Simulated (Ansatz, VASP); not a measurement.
One calculation of MgI2, two programs

```xyz
3
Lattice="4.1566 0.0000 0.0000 -2.0783 3.5998 0.0000 0.0000 0.0000 6.8756" Properties=species:S:1:pos:R:3 pbc="T T T"
Mg    0.0000    0.0000    0.0000
I     0.0000    2.3998    1.6678
I     2.0783    1.1999    5.2078
```

Alike in both runs: task single point; functional PBE-based screened hybrid with a share of 0.15 of exact exchange and HFSCREEN = 0.1; k mesh 6 × 6 × 2; no spin polarisation.

|  | VASP | Ansatz |
| --- | --- | --- |
| version | VASP 6.6.1 | Ansatz 0.2.0 |
| potentials or method | VASP PAW PBE potentials, release 64 (Mg, I) | plane waves |
| plane-wave cutoff (eV) | 520 | 420 |
| occupations | gaussian, width 0.01 eV | fixed |
| valence electrons in the cell | 16 | 44 |

Ansatz gave:

- gap on the k mesh at the Fermi level (eV): 4.31
- pressure (GPa): 0.7
- traceless stress, the component that is largest in VASP (GPa): 0.12
- rms of the force components (eV/Å): 0.031

Question: What did VASP give for the same quantities?

Answer: gap on the k mesh at the Fermi level (eV): 4.29; pressure (GPa): 0.6; traceless stress, the component that is largest in VASP (GPa): 0.11; rms of the force components (eV/Å): 0.038.

VASP's potentials were made for PBE, not for PBE-based screened hybrid. Atom by atom the forces differ by 0.007 eV/Å (rms over components). VASP's potentials hold 16 valence electrons a cell and Ansatz's 44, so a difference there can come from the potentials and not from the codes. Ansatz's warnings: stress exchange threshold loose, stress scf threshold loose.

The k mesh is coarse, so the values compare programs but aren't converged. Neither program's run includes spin-orbit coupling.
